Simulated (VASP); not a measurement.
# CaI (P-6m2) in VASP: notebook

The runs below take CaI through relaxation of cell and atoms, with PBE+D3(BJ), r2SCAN, r2SCAN+D4.

All numbers are computed with VASP 6.6.1; they aren't measurements. Logs are shortened: lines on timing, memory, paths and dates and some standing lists are left out, and cuts for length are marked.

### Step 1. The cell of the first run

Symmetry: P-6m2, No. 187, hexagonal system. The conventional cell has a = 4.147 Å, b = 4.147 Å, c = 4.576 Å, α = 90.00°, β = 90.00°, γ = 120.00°. Within 4.4 Å of Ca (site symmetry -6m2) lie 6 I at 3.31 Å and 6 Ca at 4.15 Å. Within 4.4 Å of I (site symmetry -6m2) lie 6 Ca at 3.31 Å and 6 I at 4.15 Å.

### Step 2. Relaxation of cell and atoms, PBE+D3(BJ)

The input, INCAR:

```
PREC = Accurate
ENCUT = 600
EDIFF = 1E-6
ISMEAR = -1
SIGMA = 0.1
LREAL = F
LASPH = T
NELM = 100
ALGO = Normal
ISIF = 3
LWAVE = F
LCHARG = F
GGA = PE
IVDW = 12
IBRION = 2
NSW = 80
EDIFFG = -0.01
```

The input, KPOINTS:

```
regular mesh
0
Gamma
  8 8 7
```

The input, POSCAR:

```
CaI
1.0
    4.1468200000      0.0000000000      0.0000000000
   -2.0734100000      3.5912514649      0.0000000000
    0.0000000000      0.0000000000      4.5762290000
Ca I
1 1
Direct
    0.0000000000      0.0000000000      0.5000000000
    0.6666666667      0.3333333333      0.0000000000
```

Potentials or basis: VASP PAW PBE potentials, release 64 (Ca_sv, I).

On the command line:

```bash
> cat potpaw_PBE.64/Ca_sv/POTCAR potpaw_PBE.64/I/POTCAR > POTCAR
> mpirun -np 1 vasp_std > vasp.out
```

OUTCAR:

```text
PREC = Accurate
   ENCUT = 600
   EDIFF = 1E-6
   ISMEAR = -1
   LREAL = F
   LASPH = T
   NELM = 100
   ISIF = 3
   GGA = PE
   IVDW = 12
   IBRION = 2
   NSW = 80
   EDIFFG = -0.01
 IVDW          = 12

 ion  position               nearest neighbor table
   1  0.000  0.000  0.500-   2 3.31   2 3.31   2 3.31   2 3.31   2 3.31   2 3.31
   2  0.667  0.333  0.000-   1 3.31   1 3.31   1 3.31   1 3.31   1 3.31   1 3.31

  LATTYP: Found a hexagonal cell.
 ALAT       =     4.1468200000
 C/A-ratio  =     1.1035513960

  Lattice vectors:

 A1 = (   4.1468200000,   0.0000000000,   0.0000000000)
 A2 = (  -2.0734100000,   3.5912514649,   0.0000000000)
 A3 = (   0.0000000000,   0.0000000000,   4.5762290000)

Analysis of symmetry for initial positions (statically):
=====================================================================
 Subroutine PRICEL returns:
 Original cell was already a primitive cell.

 Routine SETGRP: Setting up the symmetry group for a
 hexagonal supercell.

 Subroutine GETGRP returns: Found 12 space group operations
 (whereof 12 operations were pure point group operations)
 out of a pool of 24 trial point group operations.

The static configuration has the point symmetry D_3h.

Analysis of symmetry for dynamics (positions and initial velocities):
=====================================================================
 Subroutine PRICEL returns:
 Original cell was already a primitive cell.

 Routine SETGRP: Setting up the symmetry group for a
 hexagonal supercell.

 Subroutine GETGRP returns: Found 12 space group operations
 (whereof 12 operations were pure point group operations)
 out of a pool of 24 trial point group operations.

The dynamic configuration has the point symmetry D_3h.

 Subroutine INISYM returns: Found 12 space group operations
 (whereof 12 operations are pure point group operations),
 and found     1 'primitive' translations

----------------------------------------------------------------------------------------

                                     Primitive cell

  volume of cell :      68.1505

  direct lattice vectors                    reciprocal lattice vectors
     4.146820000  0.000000000  0.000000000     0.241148639  0.139227232  0.000000000
    -2.073410000  3.591251465  0.000000000     0.000000000  0.278454464  0.000000000
     0.000000000  0.000000000  4.576229000     0.000000000  0.000000000  0.218520533

  length of vectors
     4.146820000  4.146820000  4.576229000     0.278454464  0.278454464  0.218520533

  position of ions in fractional coordinates (direct lattice)
     0.000000000  0.000000000  0.500000000
     0.666666667  0.333333333  0.000000000

  ion indices of the primitive-cell ions
   primitive index   ion index
                 1           1
                 2           2

----------------------------------------------------------------------------------------

 KPOINTS: regular mesh

Automatic generation of k-mesh.
 Grid dimensions read from file:
 generate k-points for:    8    8    7

 Generating k-lattice:

  Cartesian coordinates                     Fractional coordinates (reciprocal lattice)
     0.030143580  0.017403404  0.000000000     0.125000000  0.000000000  0.000000000
     0.000000000  0.034806808  0.000000000     0.000000000  0.125000000  0.000000000
     0.000000000  0.000000000  0.031217219     0.000000000  0.000000000  0.142857143

  Length of vectors
     0.034806808  0.034806808  0.031217219

  Shift w.r.t. Gamma in fractional coordinates (k-lattice)
     0.000000000  0.000000000  0.000000000

 Subroutine IBZKPT returns following result:
 ===========================================

 Found     40 irreducible k-points:

 Following reciprocal coordinates:
            Coordinates               Weight
  0.000000  0.000000  0.000000      1.000000
  0.125000 -0.000000  0.000000      6.000000
  0.250000 -0.000000  0.000000      6.000000
  0.375000 -0.000000  0.000000      6.000000
  0.500000 -0.000000  0.000000      3.000000
  0.125000  0.125000  0.000000      6.000000
[... 16 lines left out ...]
  0.250000 -0.000000  0.285714     12.000000
  0.375000 -0.000000  0.285714     12.000000
 [... further k-points ...]
   k-points           NKPTS =     40   k-points in BZ     NKDIM =     40   number of bands    NBANDS=     12
   number of dos      NEDOS =    301   number of ions     NIONS =      2
   total plane-waves  NPLWV =  51840
   dimension x,y,z NGX =    36 NGY =   36 NGZ =   40
   dimension x,y,z NGXF=    72 NGYF=   72 NGZF=   80
   ions per type =               1   1
   NGX,Y,Z   is equivalent  to a cutoff of  14.43, 14.43, 14.53 a.u.
   NGXF,Y,Z  is equivalent  to a cutoff of  28.86, 28.86, 29.06 a.u.
 SYSTEM =  unknown system
   PREC   = accura    normal or accurate (medium, high low for compatibility)
   ISTART =      0    job   : 0-new  1-cont  2-samecut
   ICHARG =      2    charge: 1-file 2-atom 10-const
   ISPIN  =      1    spin polarized calculation?
   LNONCOLLINEAR =      F non collinear calculations
   LSORBIT =      F    spin-orbit coupling
   LASPH  =      T    aspherical Exc in radial PAW
   ENCUT  =  600.0 eV  44.10 Ry    6.64 a.u.   8.28  8.28  9.14*2*pi/ulx,y,z
   NELM   =    100;   NELMIN=  2; NELMDL= -5     # of ELM steps
   EDIFF  = 0.1E-05   stopping-criterion for ELM
   LREAL  =      F    real-space projection
   EDIFFG = -.1E-01   stopping-criterion for IOM
   NSW    =     80    number of steps for IOM
   IBRION =      2    ionic relax: 0-MD 1-quasi-New 2-CG
   NFREE  =      1    steps in history (QN), initial steepest desc. (CG)
   ISIF   =      3    stress and relaxation
   ISYM   =      2    0-nonsym 1-usesym 2-fastsym
   POTIM  = 0.5000    time-step for ionic-motion
   TEBEG  =    0.0;   TEEND  =   0.0 temperature during run
   PSTRESS=    0.0 pullay stress
   NELECT =      17.0000    total number of electrons
   NUPDOWN=      -1.0000    fix difference up-down
   EMIN   =  10.00;   EMAX   =-10.00  energy-range for DOS
   EFERMI =   0.00;   METHOD = LEGACY
   ISMEAR =    -1;   SIGMA  =   0.10  broadening in eV -4-tet -1-fermi 0-gaus
   EFERMI_NEDOS =   21; number of points for ismear=-14 and -15
   IALGO  =     38    algorithm
   IMIX   =      4    mixing-type and parameters
     AMIX     =   0.40;   BMIX     =  1.00
     AMIX_MAG =   1.60;   BMIX_MAG =  1.00
  volume/ion in A,a.u.               =      34.08       229.95
  Fermi-wavevector in a.u.,A,eV,Ry     =   1.030548  1.947453 14.449784  1.062029
  Thomas-Fermi vector in A             =   2.164652
   LORBIT       =      0    0 simple, 1 ext, 2 COOP (PROOUT), +10 PAW based schemes
   GGA     = PE    functional components
   LHFCALC =     F    Hartree Fock is set to
   AEXX    =    0.0000 exact exchange contribution
   IVDW    =    12    specifies the selected vdW correction
   LEPSILON=     F    determine dielectric tensor
   LRPA    =     F    only Hartree local field effects (RPA)
 conjugate gradient relaxation of ions
 non-spin polarized calculation
  energy-cutoff  :      600.00
  volume of cell :       68.15
 maximum number of plane-waves:      2292
 NGX is ok and might be reduce to    36
   NGX = 17   NGY = 17   NGZ = 19

--------------------------------------- Ionic step        1  -------------------------------------------

 number of electron      17.0000002 magnetization

 Free energy of the ion-electron system (eV)
  ---------------------------------------------------
  ext. energy  EPLUGINS =         0.00000000
  ---------------------------------------------------
  free energy    TOTEN  =        -5.43637946 eV

  energy without entropy =       -5.36446688  energy(sigma->0) =       -5.40042317

 E-fermi :   5.6058     XC(G=0):  -8.6939

 val. band max:        5.5629469423   @ k =   0.3750   0.1250   0.2857
 cond. band min:       5.6579069492   @ k =   0.2500   0.1250   0.1429
 fundamental gap:      0.0949600069
 Fermi energy:         5.6058087163

 k-point     1 :       0.0000    0.0000    0.0000
  band No.  band energies     occupation
      1     -36.8283      2.00000
      2     -17.8956      2.00000
      3     -17.7975      2.00000
      4     -17.7975      2.00000
      5      -9.5391      2.00000
      6       0.7831      2.00000
      7       1.9395      2.00000
      8       1.9395      2.00000
      9       4.1410      2.00000
     10       6.2254      0.00407
     11       7.8379      0.00000
     12       7.8394      0.00000

 k-point     2 :       0.1250   -0.0000    0.0000
  band No.  band energies     occupation
      1     -36.8277      2.00000
      2     -17.8940      2.00000
      3     -17.8079      2.00000
      4     -17.7998      2.00000
      5      -9.4726      2.00000
      6       0.8036      2.00000
      7       1.3452      2.00000
      8       1.8603      2.00000
      9       4.4091      1.99999
     10       6.6920      0.00004
     11       7.5726      0.00000
     12       7.9688      0.00000
[... 476 lines left out ...]
 POSITION                                       TOTAL-FORCE (eV/Angst)
 -----------------------------------------------------------------------------------
      0.00000      0.00000      2.23779         0.000000      0.000000      0.000000
      2.02304      1.16800      0.00000        -0.000000     -0.000000      0.000000
 -----------------------------------------------------------------------------------
    total drift:                               -0.000000      0.000000      0.000000

  FREE ENERGIE OF THE ION-ELECTRON SYSTEM (eV)
  ---------------------------------------------------
  free  energy   TOTEN  =        -6.1173249532 eV

  energy  without entropy=       -6.0483200904  energy(sigma->0) =       -6.08282252

--------------------------------------- Ionic step        5  -------------------------------------------

 number of electron      16.9999998 magnetization

 Free energy of the ion-electron system (eV)
  ---------------------------------------------------
  ext. energy  EPLUGINS =         0.00000000
  ---------------------------------------------------
  free energy    TOTEN  =        -5.41235903 eV

  energy without entropy =       -5.34330272  energy(sigma->0) =       -5.37783087

 E-fermi :   6.1508     XC(G=0):  -8.9879

 val. band max:        6.0971279483   @ k =   0.3750   0.1250   0.2857
 cond. band min:       6.2292893018   @ k =   0.2500   0.1250   0.1429
 fundamental gap:      0.1321613535
 Fermi energy:         6.1507864206

 k-point     1 :       0.0000    0.0000    0.0000
  band No.  band energies     occupation
      1     -36.0457      2.00000
      2     -17.1323      2.00000
      3     -17.0243      2.00000
      4     -17.0243      2.00000
      5      -9.1975      2.00000
      6       1.2623      2.00000
      7       2.5192      2.00000
      8       2.5192      2.00000
      9       4.7435      2.00000
     10       6.9092      0.00102
     11       8.5502      0.00000
     12       8.5502      0.00000

 k-point     2 :       0.1250   -0.0000    0.0000
  band No.  band energies     occupation
      1     -36.0448      2.00000
      2     -17.1299      2.00000
      3     -17.0387      2.00000
      4     -17.0274      2.00000
      5      -9.1172      2.00000
      6       1.2798      2.00000
      7       1.8636      2.00000
      8       2.4321      2.00000
      9       4.9899      1.99998
     10       7.4447      0.00000
     11       8.2557      0.00000
     12       8.6659      0.00000
[... 356 lines left out ...]
 POSITION                                       TOTAL-FORCE (eV/Angst)
 -----------------------------------------------------------------------------------
      0.00000     -0.00000      2.23593         0.000000      0.000000     -0.000000
      2.02375      1.16841      0.00000        -0.000000     -0.000000      0.000000
 -----------------------------------------------------------------------------------
    total drift:                               -0.000000      0.000000      0.000000

  FREE ENERGIE OF THE ION-ELECTRON SYSTEM (eV)
  ---------------------------------------------------
  free  energy   TOTEN  =        -6.1173532846 eV

  energy  without entropy=       -6.0482969769  energy(sigma->0) =       -6.08282513

 reached required accuracy - stopping structural energy minimisation
```

Wall time 50 s (1 thread of Intel Xeon 6975P-C (Granite Rapids), shared host); peak memory 0.26 GiB.

Results:

* Free energy: -6.1174 eV
* Relaxed volume: 31.72 Å³/atom
* Relaxed cell: a = 4.047 Å, b = 4.047 Å, c = 4.472 Å, α = 90.00°, β = 90.00°, γ = 120.00°
* Space group after relaxing (to 0.1 Å): P-6m2 (No. 187)
* Energy gained by relaxing: 12.9 meV/atom
* Ionic steps: 5
* Pressure after relaxing: 0.0 GPa
* Band gap on the k mesh: zero (an odd number of electrons rules out a gap without spin polarisation)
* Dispersion energy per atom: -0.352 eV

Step by step:
| step | energy change (eV) | largest force (eV/Å) | pressure (GPa) | volume (Å³) |
| --- | --- | --- | --- | --- |
| 1 | 0.0000 | 0.0000 | -1.64 | 68.15 |
| 2 | -0.0236 | 0.0000 | -0.53 | 64.76 |
| 3 | -0.0258 | 0.0000 | -0.03 | 63.54 |
| 4 | -0.0258 | 0.0000 | 0.01 | 63.45 |
| 5 | -0.0258 | 0.0000 | 0.01 | 63.44 |

Final structure:
```yaml
crystal:
  lattice:
    - [4.04750, 0.00000, 0.00000]
    - [-2.02375, 3.50524, 0.00000]
    - [0.00000, 0.00000, 4.47186]
  atoms:
    - { symbol: Ca, position: [0.00000, 0.00000, 0.50000] }
    - { symbol: I, position: [0.66667, 0.33333, 0.00000] }
```

Caveat: spin-orbit coupling is left out, which moves the levels of the heavy elements; an odd number of electrons without spin polarisation forces a metal; a magnetic or distorted state may lie lower.

[end of part 1 of 2]

The gap in the log of VASP goes by the Fermi energy; the results here count the filled bands.